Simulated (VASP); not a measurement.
Write the native input for VASP 6.6.1 that does the following.

* Task: single point
* Functional: HSE06
* Potentials or basis: VASP PAW PBE potentials, release 64 (Co, Al)
* Cutoff: 520 eV
* k mesh: 6 × 6 × 6
* Occupations: fermi-dirac, width 0.05 eV
* Spin: collinear spin, ferromagnetic start
* Starting moments: [2.0, 0.0] μB
* Dipole correction: no
* Grid for exact exchange (PRECFOCK): Normal
* Further INCAR settings: ALGO = Normal; EDIFF = 1e-06; NBANDS = 17
* Share of exact exchange: 0.25
* Screening parameter: 0.2079 1/Å

The system is AlCo.

```
Co Al
1.0
     2.81940    0.00000    0.00000
     0.00000    2.81940    0.00000
     0.00000    0.00000    2.81940
Co Al
1 1
Direct
  0.50000 0.50000 0.50000
  0.00000 0.00000 0.00000
```

These files were run (other wordings do the same):

POSCAR

```
AlCo
1.0
    2.8194032100      0.0000000000      0.0000000000
    0.0000000000      2.8194032100      0.0000000000
    0.0000000000      0.0000000000      2.8194032100
Co Al
1 1
Direct
    0.5000000000      0.5000000000      0.5000000000
    0.0000000000      0.0000000000      0.0000000000
```

INCAR.step1

```
PREC     = Accurate       # precision mode
ENCUT    = 520            # plane-wave cutoff, eV
EDIFF    = 1E-5           # SCF threshold, eV
ISMEAR   = -1             # smearing method
SIGMA    = 0.05           # smearing width, eV
LREAL    = False          # projectors in reciprocal space
LASPH    = True           # aspherical terms in the spheres
NELM     = 150            # most SCF steps
ALGO     = Normal         # electronic algorithm
ISIF     = 2              # what is computed and relaxed
LWAVE    = True           # write WAVECAR
ISPIN    = 2              # spin polarisation
MAGMOM   = 2 0            # initial moments
LORBIT   = 11             # projections on sites
LMAXMIX  = 4              # l up to which the mixer works
GGA      = PE             # functional
NBANDS   = 17             # bands
```

INCAR.step2

```
PREC     = Accurate       # precision mode
ENCUT    = 520            # plane-wave cutoff, eV
EDIFF    = 1E-6           # SCF threshold, eV
ISMEAR   = -1             # smearing method
SIGMA    = 0.05           # smearing width, eV
LREAL    = False          # projectors in reciprocal space
LASPH    = True           # aspherical terms in the spheres
NELM     = 150            # most SCF steps
ALGO     = Normal         # electronic algorithm
ISIF     = 2              # what is computed and relaxed
LWAVE    = False          # write WAVECAR
LCHARG   = True           # write CHGCAR
ISPIN    = 2              # spin polarisation
MAGMOM   = 2 0            # initial moments
LORBIT   = 11             # projections on sites
LMAXMIX  = 4              # l up to which the mixer works
GGA      = PE             # functional
LHFCALC  = True           # exact exchange
HFSCREEN = 0.2079         # screening, 1/A
PRECFOCK = Normal       
LELF     = True           # ELF
LVHAR    = True         
ISTART   = 1            
NBANDS   = 17             # bands
```

KPOINTS

```
regular mesh
0
Gamma
  6 6 6
```

Potentials or basis: VASP PAW PBE potentials, release 64 (Co, Al).

Run with:

```console
$ cat potpaw_PBE.64/Co/POTCAR potpaw_PBE.64/Al/POTCAR > POTCAR
$ cp INCAR.step1 INCAR
$ mpirun -np 1 vasp_std > vasp.out
$ cp INCAR.step2 INCAR
$ mpirun -np 1 vasp_std > vasp.out
```

It gave:

```yaml
Pressure: -0.3 GPa
Net_moment: 0.25 μB per cell
Site_moments: Co +0.41; Al -0.03 μB
Valence_electrons_inside_the_program's_atomic_spheres: Co 8.59; Al 0.90
```

Caveat: the k points lie up to 0.37 Å⁻¹ apart; the PAW data sets were made with another functional, which shifts forces and pressure a little.

It took 100 min on 1 thread of Oxide Virtual Turin-like Processor, on a shared host, peak memory 0.23 GiB.
